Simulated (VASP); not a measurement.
# CH2 in VASP: single point with PBE+D3(BJ)

Aim: the single point of CH2 with PBE+D3(BJ).

Everything below comes from runs of VASP 6.6.1. Logs are shortened: lines on timing, memory, paths and dates and some standing lists are left out, and cuts for length are marked.

## (1) The cell of the first run

The cell holds a molecule in a box, 3 atoms: a = 15.000 Å, b = 15.500 Å, c = 16.000 Å, α = 90.00°, β = 90.00°, γ = 90.00°.

## (2) Single point, PBE+D3(BJ), collinear spin

Contents of INCAR:

```
PREC = Accurate
ENCUT = 520
EDIFF = 1E-6
ISMEAR = 0
SIGMA = 0.005
LREAL = F
LASPH = T
NELM = 150
ALGO = Normal
ISIF = 2
LWAVE = F
LCHARG = F
ISPIN = 2
MAGMOM = 2 0 0
LORBIT = 11
GGA = PE
IVDW = 12
NBANDS = 14
ISYM = 0
```

Contents of KPOINTS:

```
Automatic mesh
0
Gamma
  1 1 1
```

Contents of POSCAR:

```
H2C
1.0
   15.0000000000      0.0000000000      0.0000000000
    0.0000000000     15.5000000000      0.0000000000
    0.0000000000      0.0000000000     16.0000000000
C H
1 2
Direct
    0.4995805152      0.4995880944      0.4829426604
    0.5671508080      0.5014191710      0.5070538045
    0.4332686768      0.4989927345      0.5100035351
```

Potentials or basis: VASP PAW PBE potentials, release 64 (C, H).

Run with:

```
$ cat potpaw_PBE.64/C/POTCAR potpaw_PBE.64/H/POTCAR > POTCAR
$ mpirun -np 1 vasp_gam > vasp.out
```

OUTCAR:

```text
PREC = Accurate
   ENCUT = 520
   EDIFF = 1E-6
   ISMEAR = 0
   LREAL = F
   LASPH = T
   NELM = 150
   ISIF = 2
   ISPIN = 2
   LORBIT = 11
   GGA = PE
   IVDW = 12
   ISYM = 0
 IVDW          = 12

 ion  position               nearest neighbor table
   1  0.500  0.500  0.483-   2 1.08   3 1.08
   2  0.567  0.501  0.507-   1 1.08
   3  0.433  0.499  0.510-   1 1.08

IMPORTANT INFORMATION: All symmetrisations will be switched off!
NOSYMM: (Re-)initialisation of all symmetry stuff for point group C_1.

----------------------------------------------------------------------------------------

                                     Primitive cell

  volume of cell :    3720.0000

  direct lattice vectors                    reciprocal lattice vectors
    15.000000000  0.000000000  0.000000000     0.066666667  0.000000000  0.000000000
     0.000000000 15.500000000  0.000000000     0.000000000  0.064516129  0.000000000
     0.000000000  0.000000000 16.000000000     0.000000000  0.000000000  0.062500000

  length of vectors
    15.000000000 15.500000000 16.000000000     0.066666667  0.064516129  0.062500000

  position of ions in fractional coordinates (direct lattice)
     0.499580515  0.499588094  0.482942660
     0.567150808  0.501419171  0.507053805
     0.433268677  0.498992734  0.510003535

  ion indices of the primitive-cell ions
   primitive index   ion index
                 1           1
                 2           2
                 3           3

----------------------------------------------------------------------------------------

 KPOINTS: Automatic mesh

Automatic generation of k-mesh.
 Grid dimensions read from file:
 generate k-points for:    1    1    1

 Generating k-lattice:

  Cartesian coordinates                     Fractional coordinates (reciprocal lattice)
     0.066666667  0.000000000  0.000000000     1.000000000  0.000000000  0.000000000
     0.000000000  0.064516129  0.000000000     0.000000000  1.000000000  0.000000000
     0.000000000  0.000000000  0.062500000     0.000000000  0.000000000  1.000000000

  Length of vectors
     0.066666667  0.064516129  0.062500000

  Shift w.r.t. Gamma in fractional coordinates (k-lattice)
     0.000000000  0.000000000  0.000000000

 Subroutine IBZKPT returns following result:
 ===========================================

 Found      1 irreducible k-points:

 Following reciprocal coordinates:
            Coordinates               Weight
  0.000000  0.000000  0.000000      1.000000
   k-points           NKPTS =      1   k-points in BZ     NKDIM =      1   number of bands    NBANDS=     14
   number of dos      NEDOS =    301   number of ions     NIONS =      3
   total plane-waves  NPLWV = ******
   dimension x,y,z NGX =   112 NGY =  120 NGZ =  120
   dimension x,y,z NGXF=   224 NGYF=  240 NGZF=  240
   ions per type =               1   2
   NGX,Y,Z   is equivalent  to a cutoff of  12.41, 12.87, 12.47 a.u.
   NGXF,Y,Z  is equivalent  to a cutoff of  24.83, 25.74, 24.94 a.u.
 SYSTEM =  unknown system
   PREC   = accura    normal or accurate (medium, high low for compatibility)
   ISTART =      0    job   : 0-new  1-cont  2-samecut
   ICHARG =      2    charge: 1-file 2-atom 10-const
   ISPIN  =      2    spin polarized calculation?
   LNONCOLLINEAR =      F non collinear calculations
   LSORBIT =      F    spin-orbit coupling
   LASPH  =      T    aspherical Exc in radial PAW
   ENCUT  =  520.0 eV  38.22 Ry    6.18 a.u.  27.89 28.82 29.75*2*pi/ulx,y,z
   NELM   =    150;   NELMIN=  2; NELMDL= -5     # of ELM steps
   EDIFF  = 0.1E-05   stopping-criterion for ELM
   LREAL  =      F    real-space projection
   EDIFFG = 0.1E-04   stopping-criterion for IOM
   NSW    =      0    number of steps for IOM
   IBRION =     -1    ionic relax: 0-MD 1-quasi-New 2-CG
   NFREE  =      0    steps in history (QN), initial steepest desc. (CG)
   ISIF   =      2    stress and relaxation
   ISYM   =      0    0-nonsym 1-usesym 2-fastsym
   POTIM  = 0.5000    time-step for ionic-motion
   TEBEG  =    0.0;   TEEND  =   0.0 temperature during run
   PSTRESS=    0.0 pullay stress
   NELECT =       6.0000    total number of electrons
   NUPDOWN=      -1.0000    fix difference up-down
   EMIN   =  10.00;   EMAX   =-10.00  energy-range for DOS
   EFERMI =   0.00;   METHOD = LEGACY
   ISMEAR =     0;   SIGMA  =   0.01  broadening in eV -4-tet -1-fermi 0-gaus
   EFERMI_NEDOS =   21; number of points for ismear=-14 and -15
   IALGO  =     38    algorithm
   IMIX   =      4    mixing-type and parameters
     AMIX     =   0.40;   BMIX     =  1.00
     AMIX_MAG =   1.60;   BMIX_MAG =  1.00
  volume/ion in A,a.u.               =    1240.00      8367.93
  Fermi-wavevector in a.u.,A,eV,Ry     =   0.191990  0.362808  0.501511  0.036860
  Thomas-Fermi vector in A             =   0.934314
   LORBIT       =     11    0 simple, 1 ext, 2 COOP (PROOUT), +10 PAW based schemes
   GGA     = PE    functional components
   LHFCALC =     F    Hartree Fock is set to
   AEXX    =    0.0000 exact exchange contribution
   IVDW    =    12    specifies the selected vdW correction
   LEPSILON=     F    determine dielectric tensor
   LRPA    =     F    only Hartree local field effects (RPA)
 spin polarized calculation
 Gauss-broadening in eV      SIGMA  =   0.01
  energy-cutoff  :      520.00
  volume of cell :     3720.00
 maximum number of plane-waves:     50071
 NGX is ok and might be reduce to   112
   NGX = 55   NGY = 57   NGZ = 59

 number of electron       5.9999999 magnetization       2.0000000

 Free energy of the ion-electron system (eV)
  ---------------------------------------------------
  ext. energy  EPLUGINS =         0.00000000
  ---------------------------------------------------
  free energy    TOTEN  =       -12.05199925 eV

  energy without entropy =      -12.05199925  energy(sigma->0) =      -12.05199925

 E-fermi :  -5.6332     XC(G=0):  -0.1797

 val. band max:       -5.7035971856   @ k =   0.0000   0.0000   0.0000
 cond. band min:      -3.2032626492   @ k =   0.0000   0.0000   0.0000
 fundamental gap:      2.5003345364
 Fermi energy:        -5.6331671472

 spin component 1

 k-point     1 :       0.0000    0.0000    0.0000
  band No.  band energies     occupation
      1     -16.6799      1.00000
      2     -11.1545      1.00000
      3      -6.5473      1.00000
      4      -5.7036      1.00000
      5      -0.5103      0.00000
      6       0.1926      0.00000
      7       0.3616      0.00000
      8       0.3986      0.00000
      9       0.4236      0.00000
     10       0.5770      0.00000
     11       0.5970      0.00000
     12       0.9395      0.00000
     13       0.9453      0.00000
     14       0.9830      0.00000
 Fermi energy:        -5.6331671472

 spin component 2

 k-point     1 :       0.0000    0.0000    0.0000
  band No.  band energies     occupation
      1     -14.8824      1.00000
      2     -10.6087      1.00000
      3      -3.2033      0.00000
      4      -2.5650      0.00000
      5      -0.1494      0.00000
      6       0.3209      0.00000
      7       0.5140      0.00000
      8       0.5754      0.00000
      9       0.6224      0.00000
     10       0.6271      0.00000
     11       0.6632      0.00000
     12       1.0154      0.00000
     13       1.0268      0.00000
     14       1.1878      0.00000

------------------------ aborting loop because EDIFF is reached ----------------------------------------

 Edisp (eV)   -0.01377

 E8    (eV) :    -0.0036

  FORCE on cell =-STRESS in cart. coord.  units (eV):
  Direction    XX          YY          ZZ          XY          YZ          ZX
  --------------------------------------------------------------------------------------
  -------------------------------------------------------------------------------------
  Total      -0.01392    -0.03604    -0.03699     0.00043     0.00005    -0.00030
  in kB      -0.00600    -0.01552    -0.01593     0.00019     0.00002    -0.00013
  external pressure =       -0.01 kB  Pullay stress =        0.00 kB

 VOLUME and BASIS-vectors are now :
 -----------------------------------------------------------------------------
  energy-cutoff  :      520.00
  volume of cell :     3720.00
      direct lattice vectors                 reciprocal lattice vectors
    15.000000000  0.000000000  0.000000000     0.066666667  0.000000000  0.000000000
     0.000000000 15.500000000  0.000000000     0.000000000  0.064516129  0.000000000
     0.000000000  0.000000000 16.000000000     0.000000000  0.000000000  0.062500000

 POSITION                                       TOTAL-FORCE (eV/Angst)
 -----------------------------------------------------------------------------------
      7.49371      7.74362      7.72708        -0.000345     -0.000041      0.003724
      8.50726      7.77200      8.11286         0.012507     -0.000312     -0.002120
      6.49903      7.73439      8.16006        -0.012162      0.000352     -0.001604
 -----------------------------------------------------------------------------------
    total drift:                               -0.000091     -0.000036     -0.000047

  FREE ENERGIE OF THE ION-ELECTRON SYSTEM (eV)
  ---------------------------------------------------
  free  energy   TOTEN  =       -12.0657718178 eV

  energy  without entropy=      -12.0657718178  energy(sigma->0) =      -12.06577182

 total charge

# of ion       s       p       d       tot
------------------------------------------
    1        0.858   1.499   0.000   2.357
    2        0.624   0.051   0.000   0.675
    3        0.624   0.051   0.000   0.675
--------------------------------------------------
tot          2.106   1.601   0.000   3.707

 magnetization (x)

# of ion       s       p       d       tot
------------------------------------------
    1        0.096   0.850   0.000   0.946
    2       -0.008   0.013   0.000   0.005
    3       -0.008   0.013   0.000   0.005
--------------------------------------------------
tot          0.079   0.877   0.000   0.956
```

Run time: 20 min. Hardware: 1 thread of Intel Xeon 8259CL, shared host; peak memory 3.5 GiB.

What came out:

- Free energy: -12.0658 eV
- Largest force: 0.013 eV/Å
- Gap between the frontier levels: 2.50 eV
- Net moment: 2.00 μB per cell
- Site moments: C +0.95; H +0.01 μB
- Valence electrons inside the program's atomic spheres: C 2.36; H 0.68
- Dispersion energy per atom: -0.005 eV

Forces in eV/Å, atoms in the order of the input:
```
C    0.000  0.000  0.004
H    0.013  0.000 -0.002
H   -0.012  0.000 -0.002
```
